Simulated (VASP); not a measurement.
A run of VASP 6.6.1:

INCAR

```
SYSTEM = H14SO6
ALGO = Normal
EDIFF = 1E-6
ENCUT = 520
GGA = PE
GGA_COMPAT = .False.
ISIF = 2
ISMEAR = -1
IVDW = 12
LASPH = .True.
LCHARG = .False.
LREAL = .False.
LWAVE = .False.
NBANDS = 44
NELM = 120
PREC = Accurate
SIGMA = 0.02
```

KPOINTS

```
k-points
0
Gamma
  1 1 1
  0 0 0
```

The input POSCAR:

```
H14SO6
1.0
    5.4181050000      0.0000000000      0.0000000000
    0.0000000000      5.4181050000      0.0000000000
    0.0000000000      0.0000000000      5.4181050000
O H S
6 14 1
Direct
    0.7887628608      0.1328139636      0.9834619300
    0.4582967661      0.9174979075      0.4185965388
    0.9972859515      1.1124553695      0.5379187004
    0.8501496372      0.7171511073      0.3399712630
    0.1675862686      0.5670432744      0.6756421295
    0.2602939589      0.0766504156      0.9940375833
    0.8921754008      0.2792673822      1.0058313746
    0.8762473226      0.0209851969      1.0795102716
    0.3585201837      0.9793276432      0.2803563238
    0.3417246436      0.8260637252      0.5137774185
    0.8500758106      1.1064385057      0.6483078493
    0.9489664744      0.9550387082      0.4628740122
    0.6765649614      0.7669102020      0.3222344344
    0.9232379217      0.6266582135      0.1945145028
   -0.0026392992      0.5926241740      0.6238897179
    0.1706500705      0.3962086375      0.6123358628
    0.2205937316      0.0430962486      0.8268573606
    0.3387715816      0.2506411374      1.0025830064
    0.4515600934      0.7935984998      0.9202479465
    0.5791323719      0.5304622188      0.6958890608
    0.5802028569      0.5835804216      0.9435033097
```

Potentials or basis: VASP PAW PBE potentials, release 64 (O, H, S).

Launch:

```sh
$ cat potpaw_PBE.64/O/POTCAR potpaw_PBE.64/H/POTCAR potpaw_PBE.64/S/POTCAR > POTCAR
$ mpirun -np 1 vasp_gam > vasp.out
```

Hardware: 1 thread of Intel(R) Xeon(R) Platinum 8488C (Sapphire Rapids) (shared host).

Question: How long does it take, and how much memory?

Answer: It took 17 s on 1 thread of Intel(R) Xeon(R) Platinum 8488C (Sapphire Rapids), with other jobs on the host, peak memory 0.26 GiB. Counts: scf iterations 15, k points 1.
